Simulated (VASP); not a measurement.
A run of VASP 6.6.1:

File INCAR:

```
SYSTEM = Re
  AGGAC = 1.0
  AGGAX = 1.0
  ALDAC = 0.0
  ALDAX = 1.0
  ALGO = Normal
  EDIFF = 1E-6
  ENCUT = 560
  GGA = B5
  GGA_COMPAT = .FALSE.
  ISIF = 2
  ISMEAR = -1
  IVDW = 13
  LASPH = .TRUE.
  LCHARG = .FALSE.
  LREAL = .FALSE.
  LWAVE = .FALSE.
  NBANDS = 22
  NELM = 120
  PREC = Accurate
  SIGMA = 0.05
  VDW_A1 = 0.44488865
  VDW_A2 = 4.0933009
  VDW_S6 = 1.0
  VDW_S8 = 2.34076671
```

The input KPOINTS:

```
k-points
0
G
  11 11 6
  0 0 0
```

File POSCAR:

```
Re
1.0
    2.7758872449      0.0000000000      0.0000000000
   -1.3879436224      2.4039888721      0.0000000000
    0.0000000000      0.0000000000      4.4729190744
Re
2
Direct
    0.6666666667      0.3333333333      0.7500000000
    0.3333333333      0.6666666667      0.2500000000
```

Potentials or basis: VASP PAW PBE potentials, release 64 (Re_sv_GW).

Run with:

```sh
$ cat potpaw_PBE.64/Re_sv_GW/POTCAR > POTCAR
$ mpirun -np 1 vasp_std > vasp.out
```

Hardware: 1 thread of AMD EPYC 9R45 96-Core Processor (Zen 5), with other jobs on the host.

**Question.** Estimate the wall time of this run.

**Answer.** Wall time 40 s on 1 thread of AMD EPYC 9R45 96-Core Processor (Zen 5), on a shared host, peak memory 0.16 GiB. Counts: scf iterations 13, k points 64.
